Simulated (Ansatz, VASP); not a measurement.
# Al3Pd: VASP beside Ansatz

```
CELL_PARAMETERS angstrom
3.94691 0.00000 0.00000
0.00000 3.94691 0.00000
0.00000 0.00000 3.94691
ATOMIC_POSITIONS crystal
Al 0.00000 0.50000 0.50000
Al 0.50000 0.00000 0.50000
Al 0.50000 0.50000 0.00000
Pd 0.00000 0.00000 0.00000
```

Alike in both runs: task single point; functional PBE; k mesh 1 × 1 × 1; occupations gaussian, width 0.1 eV; no spin polarisation.

|  | VASP | Ansatz |
| --- | --- | --- |
| version | VASP 6.6.1 | Ansatz 0.2.0 |
| potentials or method | VASP PAW PBE potentials, release 64 (Al, Pd_sv_GW), cutoff 630 eV | scalar-relativistic, plane waves, PAW |
| valence electrons in the cell | 27 | 27 |

VASP gave:

- pressure (GPa): -11.3

**Question.** Estimate Ansatz's values.

**Answer.** Pressure (GPa): -11.2.

The k mesh is coarse, so the values compare programs but aren't converged.
